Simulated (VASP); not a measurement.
# HgTe (F-43m) in VASP: notebook

Runs on HgTe. Level: PBE. Tasks: single point.

All numbers are computed with VASP 6.6.1; they aren't measurements. Logs are shortened: lines on timing, memory, paths and dates and some standing lists are left out, and cuts for length are marked.

### 1 The cell of the first run

Symmetry: F-43m, No. 216, cubic system. Conventional cell: a = 6.650 Å, b = 6.650 Å, c = 6.650 Å, α = 90.00°, β = 90.00°, γ = 90.00°. Within 3.8 Å of Hg (site symmetry -43m) lie 4 Te at 2.88 Å. Te (site symmetry -43m) has 4 Hg at 2.88 Å within 3.8 Å.

### 2 Single point, PBE (strained)

File INCAR:

```
SYSTEM = HgTe
ALGO     = Normal         ! electronic algorithm
EDIFF    = 1E-6           ! SCF threshold, eV
ENCUT    = 520            ! plane-wave cutoff, eV
GGA      = PE             ! functional
ISIF     = 2              ! what is computed and relaxed
ISMEAR   = 0              ! smearing method
LASPH    = .True.         ! aspherical terms in the spheres
LCHARG   = .True.         ! write CHGCAR
LELF     = .True.         ! ELF
LREAL    = .False.        ! projectors in reciprocal space
LVHAR    = .True.       
LWAVE    = .False.        ! write WAVECAR
NBANDS   = 16             ! bands
NELM     = 100            ! most SCF steps
PREC     = Accurate       ! precision mode
SIGMA    = 0.1            ! smearing width, eV
```

File KPOINTS:

```
k-points
0
Gamma
  12 12 12
  0 0 0
```

File POSCAR:

```
HgTe
1.0
    0.0000000000      3.3251047200      3.3251047200
    3.3251047200      0.0000000000      3.3251047200
    3.3251047200      3.3251047200      0.0000000000
Hg Te
1 1
Direct
    0.0000000000      0.0000000000      0.0000000000
    0.7500000000      0.7500000000      0.7500000000
```

Potentials or basis: VASP PAW PBE potentials, release 64 (Hg, Te).

On the command line:

```sh
cat potpaw_PBE.64/Hg/POTCAR potpaw_PBE.64/Te/POTCAR > POTCAR
mpirun -np 1 vasp_std > vasp.out
```

OUTCAR:

```text
SYSTEM = HgTe
   EDIFF = 1E-6
   ENCUT = 520
   GGA = PE
   ISIF = 2
   ISMEAR = 0
   LASPH = .True.
   LREAL = .False.
   NELM = 100
   PREC = Accurate

 ion  position               nearest neighbor table
   1  0.000  0.000  0.000-   2 2.88   2 2.88   2 2.88   2 2.88
   2  0.750  0.750  0.750-   1 2.88   1 2.88   1 2.88   1 2.88

  LATTYP: Found a face centered cubic cell.
 ALAT       =     6.6502094400

  Lattice vectors:

 A1 = (   0.0000000000,   3.3251047200,   3.3251047200)
 A2 = (   3.3251047200,   0.0000000000,   3.3251047200)
 A3 = (   3.3251047200,   3.3251047200,   0.0000000000)

Analysis of symmetry for initial positions (statically):
=====================================================================
 Subroutine PRICEL returns:
 Original cell was already a primitive cell.

 Routine SETGRP: Setting up the symmetry group for a
 face centered cubic supercell.

 Subroutine GETGRP returns: Found 24 space group operations
 (whereof 24 operations were pure point group operations)
 out of a pool of 48 trial point group operations.

The static configuration has the point symmetry T_d .

Analysis of symmetry for dynamics (positions and initial velocities):
=====================================================================
 Subroutine PRICEL returns:
 Original cell was already a primitive cell.

 Routine SETGRP: Setting up the symmetry group for a
 face centered cubic supercell.

 Subroutine GETGRP returns: Found 24 space group operations
 (whereof 24 operations were pure point group operations)
 out of a pool of 48 trial point group operations.

The dynamic configuration has the point symmetry T_d .

 Subroutine INISYM returns: Found 24 space group operations
 (whereof 24 operations are pure point group operations),
 and found     1 'primitive' translations

----------------------------------------------------------------------------------------

                                     Primitive cell

  volume of cell :      73.5269

  direct lattice vectors                    reciprocal lattice vectors
     0.000000000  3.325104720  3.325104720    -0.150371204  0.150371204  0.150371204
     3.325104720  0.000000000  3.325104720     0.150371204 -0.150371204  0.150371204
     3.325104720  3.325104720  0.000000000     0.150371204  0.150371204 -0.150371204

  length of vectors
     4.702408191  4.702408191  4.702408191     0.260450565  0.260450565  0.260450565

  position of ions in fractional coordinates (direct lattice)
     0.000000000  0.000000000  0.000000000
     0.750000000  0.750000000  0.750000000

  ion indices of the primitive-cell ions
   primitive index   ion index
                 1           1
                 2           2

----------------------------------------------------------------------------------------

 KPOINTS: k-points

Automatic generation of k-mesh.
 Grid dimensions read from file:
 generate k-points for:   12   12   12

 Generating k-lattice:

  Cartesian coordinates                     Fractional coordinates (reciprocal lattice)
    -0.012530934  0.012530934  0.012530934     0.083333333  0.000000000  0.000000000
     0.012530934 -0.012530934  0.012530934     0.000000000  0.083333333  0.000000000
     0.012530934  0.012530934 -0.012530934     0.000000000  0.000000000  0.083333333

  Length of vectors
     0.021704214  0.021704214  0.021704214

  Shift w.r.t. Gamma in fractional coordinates (k-lattice)
     0.000000000  0.000000000  0.000000000

 Subroutine IBZKPT returns following result:
 ===========================================

 Found     72 irreducible k-points:

 Following reciprocal coordinates:
            Coordinates               Weight
  0.000000  0.000000  0.000000      1.000000
  0.083333  0.000000  0.000000      8.000000
  0.166667  0.000000  0.000000      8.000000
  0.250000  0.000000  0.000000      8.000000
  0.333333  0.000000  0.000000      8.000000
  0.416667  0.000000  0.000000      8.000000
[... 16 lines left out ...]
  0.500000  0.166667  0.000000     24.000000
 -0.416667  0.166667  0.000000     24.000000
 [... further k-points ...]
   k-points           NKPTS =     72   k-points in BZ     NKDIM =     72   number of bands    NBANDS=     16
   number of dos      NEDOS =    301   number of ions     NIONS =      2
   total plane-waves  NPLWV =  46656
   dimension x,y,z NGX =    36 NGY =   36 NGZ =   36
   dimension x,y,z NGXF=    72 NGYF=   72 NGZF=   72
   ions per type =               1   1
   NGX,Y,Z   is equivalent  to a cutoff of  12.73, 12.73, 12.73 a.u.
   NGXF,Y,Z  is equivalent  to a cutoff of  25.45, 25.45, 25.45 a.u.
 SYSTEM =  HgTe
   PREC   = accura    normal or accurate (medium, high low for compatibility)
   ISTART =      0    job   : 0-new  1-cont  2-samecut
   ICHARG =      2    charge: 1-file 2-atom 10-const
   ISPIN  =      1    spin polarized calculation?
   LNONCOLLINEAR =      F non collinear calculations
   LSORBIT =      F    spin-orbit coupling
   LASPH  =      T    aspherical Exc in radial PAW
   ENCUT  =  520.0 eV  38.22 Ry    6.18 a.u.   8.74  8.74  8.74*2*pi/ulx,y,z
   NELM   =    100;   NELMIN=  2; NELMDL= -5     # of ELM steps
   EDIFF  = 0.1E-05   stopping-criterion for ELM
   LREAL  =      F    real-space projection
   EDIFFG = 0.1E-04   stopping-criterion for IOM
   NSW    =      0    number of steps for IOM
   IBRION =     -1    ionic relax: 0-MD 1-quasi-New 2-CG
   NFREE  =      0    steps in history (QN), initial steepest desc. (CG)
   ISIF   =      2    stress and relaxation
   ISYM   =      2    0-nonsym 1-usesym 2-fastsym
   POTIM  = 0.5000    time-step for ionic-motion
   TEBEG  =    0.0;   TEEND  =   0.0 temperature during run
   PSTRESS=    0.0 pullay stress
   NELECT =      18.0000    total number of electrons
   NUPDOWN=      -1.0000    fix difference up-down
   EMIN   =  10.00;   EMAX   =-10.00  energy-range for DOS
   EFERMI =   0.00;   METHOD = LEGACY
   ISMEAR =     0;   SIGMA  =   0.10  broadening in eV -4-tet -1-fermi 0-gaus
   EFERMI_NEDOS =   21; number of points for ismear=-14 and -15
   IALGO  =     38    algorithm
   IMIX   =      4    mixing-type and parameters
     AMIX     =   0.40;   BMIX     =  1.00
     AMIX_MAG =   1.60;   BMIX_MAG =  1.00
  volume/ion in A,a.u.               =      36.76       248.09
  Fermi-wavevector in a.u.,A,eV,Ry     =   1.024119  1.935304 14.270053  1.048819
  Thomas-Fermi vector in A             =   2.157889
   LORBIT       =      0    0 simple, 1 ext, 2 COOP (PROOUT), +10 PAW based schemes
   GGA     = PE    functional components
   LHFCALC =     F    Hartree Fock is set to
   AEXX    =    0.0000 exact exchange contribution
   IVDW    =     0    specifies the selected vdW correction
   LEPSILON=     F    determine dielectric tensor
   LRPA    =     F    only Hartree local field effects (RPA)
 non-spin polarized calculation
 Gauss-broadening in eV      SIGMA  =   0.10
  energy-cutoff  :      520.00
  volume of cell :       73.53
 maximum number of plane-waves:      2006
   NGX = 17   NGY = 17   NGZ = 17

 number of electron      17.9999998 magnetization

 Free energy of the ion-electron system (eV)
  ---------------------------------------------------
  ext. energy  EPLUGINS =         0.00000000
  ---------------------------------------------------
  free energy    TOTEN  =        -3.65187184 eV

  energy without entropy =       -3.65170745  energy(sigma->0) =       -3.65178964

 E-fermi :   2.3081     XC(G=0):  -8.3593

 val. band max:        2.2365035965   @ k =   0.0000   0.0000   0.0000
 cond. band min:       2.5897653370   @ k =   0.0833   0.0000   0.0000
 fundamental gap:      0.3532617406
 Fermi energy:         2.3081086338

 k-point     1 :       0.0000    0.0000    0.0000
  band No.  band energies     occupation
      1      -9.1789      2.00000
      2      -4.6559      2.00000
      3      -4.6559      2.00000
      4      -4.6559      2.00000
      5      -4.2235      2.00000
      6      -4.2235      2.00000
[... 8 lines left out ...]
     15      11.6661      0.00000
     16      11.6661      0.00000

 k-point     2 :       0.0833    0.0000    0.0000
  band No.  band energies     occupation
      1      -9.1498      2.00000
      2      -4.6478      2.00000
      3      -4.6478      2.00000
      4      -4.6433      2.00000
      5      -4.2243      2.00000
      6      -4.2243      2.00000
[... 8 lines left out ...]
     15      11.2035      0.00000
     16      11.2035      0.00000

 k-point     3 :       0.1667    0.0000    0.0000
  band No.  band energies     occupation
      1      -9.0685      2.00000
      2      -4.6263      2.00000
      3      -4.6263      2.00000
      4      -4.5983      2.00000
      5      -4.2254      2.00000
      6      -4.2254      2.00000
[... 8 lines left out ...]
     15      10.8022      0.00000
     16      10.8022      0.00000

 k-point     4 :       0.2500    0.0000    0.0000
  band No.  band energies     occupation
      1      -8.9533      2.00000
      2      -4.5990      2.00000
      3      -4.5990      2.00000
      4      -4.5028      2.00000
      5      -4.2238      2.00000
      6      -4.2238      2.00000
[... 8 lines left out ...]
     15      10.7390      0.00000
     16      10.7390      0.00000

 k-point     5 :       0.3333    0.0000    0.0000
  band No.  band energies     occupation
      1      -8.8333      2.00000
      2      -4.5747      2.00000
      3      -4.5747      2.00000
      4      -4.3375      2.00000
      5      -4.2179      2.00000
      6      -4.2179      2.00000
[... 8 lines left out ...]
     15      11.0719      0.00000
     16      11.0719      0.00000

 k-point     6 :       0.4167    0.0000    0.0000
  band No.  band energies     occupation
      1      -8.7421      2.00000
      2      -4.5593      2.00000
      3      -4.5593      2.00000
      4      -4.2102      2.00000
      5      -4.2102      2.00000
      6      -4.1128      2.00000
[... 8 lines left out ...]
     15      11.7021      0.00000
     16      11.7021      0.00000

 k-point     7 :       0.5000    0.0000    0.0000
  band No.  band energies     occupation
      1      -8.7080      2.00000
      2      -4.5543      2.00000
      3      -4.5543      2.00000
      4      -4.2066      2.00000
      5      -4.2066      2.00000
      6      -3.9719      2.00000
[... 8 lines left out ...]
     15      12.1710      0.00000
     16      12.1710      0.00000

 k-point     8 :       0.0833    0.0833    0.0000
  band No.  band energies     occupation
      1      -9.1400      2.00000
      2      -4.6488      2.00000
      3      -4.6403      2.00000
      4      -4.6403      2.00000
      5      -4.2290      2.00000
      6      -4.2201      2.00000
[... 8 lines left out ...]
     15      10.6399      0.00000
     16      11.7039      0.00000

 k-point     9 :       0.1667    0.0833    0.0000
  band No.  band energies     occupation
      1      -9.0760      2.00000
      2      -4.6335      2.00000
      3      -4.6187      2.00000
      4      -4.6092      2.00000
      5      -4.2338      2.00000
      6      -4.2173      2.00000
[... 8 lines left out ...]
     15      10.2656      0.00000
     16      11.4086      0.00000
[... 172 lines left out ...]
 k-point    19 :       0.1667    0.1667    0.0000
  band No.  band energies     occupation
      1      -9.0312      2.00000
      2      -4.6221      2.00000
      3      -4.5958      2.00000
      4      -4.5958      2.00000
      5      -4.2413      2.00000
      6      -4.2109      2.00000
[... 8 lines left out ...]
     15      10.6184      0.00000
     16      11.8152      0.00000

 k-point    20 :       0.2500    0.1667    0.0000
  band No.  band energies     occupation
      1      -8.9442      2.00000
      2      -4.5976      2.00000
      3      -4.5650      2.00000
      4      -4.5456      2.00000
      5      -4.2427      2.00000
      6      -4.2055      2.00000
[... 8 lines left out ...]
     15      11.3259      0.00000
     16      11.7436      0.00000

 k-point    21 :       0.3333    0.1667    0.0000
  band No.  band energies     occupation
      1      -8.8356      2.00000
      2      -4.5713      2.00000
      3      -4.5361      2.00000
      4      -4.4443      2.00000
      5      -4.2260      2.00000
      6      -4.2008      2.00000
[... 8 lines left out ...]
     15      11.5820      0.00000
     16      11.8491      0.00000

 k-point    22 :       0.4167    0.1667    0.0000
  band No.  band energies     occupation
      1      -8.7341      2.00000
      2      -4.5500      2.00000
      3      -4.5171      2.00000
      4      -4.3219      2.00000
      5      -4.1984      2.00000
      6      -4.1503      2.00000
[... 8 lines left out ...]
     15      11.6028      0.00000
     16      12.2441      0.00000

 k-point    23 :       0.5000    0.1667    0.0000
  band No.  band energies     occupation
      1      -8.6692      2.00000
      2      -4.5373      2.00000
      3      -4.5107      2.00000
      4      -4.2590      2.00000
      5      -4.2023      2.00000
      6      -3.9848      2.00000
[... 8 lines left out ...]
     15      11.7812      0.00000
     16      12.2765      0.00000

 k-point    24 :      -0.4167    0.1667    0.0000
  band No.  band energies     occupation
      1      -8.6607      2.00000
      2      -4.5325      2.00000
      3      -4.5168      2.00000
      4      -4.2340      2.00000
      5      -4.2139      2.00000
      6      -3.9467      2.00000
[... 8 lines left out ...]
     15      11.4980      0.00000
     16      11.7497      0.00000

 [... further k-points ...]
[... 5 lines left out ...]
  --------------------------------------------------------------------------------------
  -------------------------------------------------------------------------------------
  Total        0.0239259      0.0239259      0.0239259     -0.0000000      0.0000000      0.0000000
  in kB        0.5213552      0.5213552      0.5213552     -0.0000000      0.0000000      0.0000000
  external PRESSURE =       0.5213552 kB  Pullay stress =       0.0000000 kB

 VOLUME and BASIS-vectors are now :
 -----------------------------------------------------------------------------
  energy-cutoff  :      520.00
  volume of cell :       73.53
      direct lattice vectors                 reciprocal lattice vectors
     0.000000000  3.325104720  3.325104720    -0.150371204  0.150371204  0.150371204
     3.325104720  0.000000000  3.325104720     0.150371204 -0.150371204  0.150371204
     3.325104720  3.325104720  0.000000000     0.150371204  0.150371204 -0.150371204

 POSITION                                       TOTAL-FORCE (eV/Angst)
 -----------------------------------------------------------------------------------
      0.00000      0.00000      0.00000        -0.000000      0.000000      0.000000
      4.98766      4.98766      4.98766         0.000000     -0.000000     -0.000000
 -----------------------------------------------------------------------------------
    total drift:                                0.000000      0.000000      0.000000

  FREE ENERGIE OF THE ION-ELECTRON SYSTEM (eV)
  ---------------------------------------------------
  free  energy   TOTEN  =        -3.6518718385 eV

  energy  without entropy=       -3.6517074455  energy(sigma->0) =       -3.65178964
```

Wall time 1.9 min (1 thread of AMD EPYC 7R43 (Zen 3), shared host); peak memory 0.22 GiB.

What came out:

- Free energy: -3.6519 eV
- Pressure: 0.1 GPa
- Band gap on the k mesh: zero (filled and empty bands touch)

Levels at points of the mesh, in eV from the Fermi level:
| k point | band 5 | band 6 | band 7 | band 8 | band 9 | band 10 | band 11 | band 12 | band 13 | band 14 |
| --- | --- | --- | --- | --- | --- | --- | --- | --- | --- | --- |
| (0.00, 0.00, 0.00) | -6.53 | -6.53 | -0.99 | -0.07 | -0.07 | -0.07 | 4.30 | 4.30 | 4.30 | 6.44 |
| (0.50, 0.00, 0.00) | -6.51 | -6.28 | -5.03 | -0.90 | -0.90 | 0.63 | 5.04 | 5.04 | 6.73 | 7.69 |
| (0.50, 0.50, 0.00) | -6.48 | -6.17 | -5.05 | -2.00 | -2.00 | 1.84 | 2.64 | 7.85 | 8.44 | 8.44 |

Caveat: the cell differs from its parent crystal (strained); spin-orbit coupling is left out, which moves the levels of the heavy elements.

(Continued in part 2 of 2.)
